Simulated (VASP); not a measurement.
**Zr: single point with PBE**

Zr:

```
Zr
1.0
     3.23200    0.00000    0.00000
    -1.61600    2.79899    0.00000
     0.00000    0.00000    5.14700
Zr
2
Direct
  0.66667 0.33333 0.75000
  0.33333 0.66667 0.25000
```

```json
{
  "Program": "VASP 6.6.1",
  "Task": "single point",
  "Functional": "PBE",
  "Potentials or basis": "VASP PAW PBE potentials, release 64 (Zr_sv)",
  "Cutoff": "520 eV",
  "k mesh": "7 × 7 × 4",
  "Occupations": "fermi-dirac, width 0.05 eV",
  "Spin": "non-collinear spin, zero start, spin-orbit coupling",
  "Starting moments": "[[0.0, 0.0, 0.0], [0.0, 0.0, 0.0]] μB"
}
```

* Pressure: 0.5 GPa
* Net moment: 0.00 μB per cell
* Valence electrons inside the program's atomic spheres: Zr 9.82

Moments on the atoms (μB; x, y, z):
```
Zr  0.00 0.00 0.00
Zr  0.00 0.00 0.00
```

Run time: 120 s on 1 thread of Intel Xeon 8259CL (shared host), peak memory 0.27 GiB.
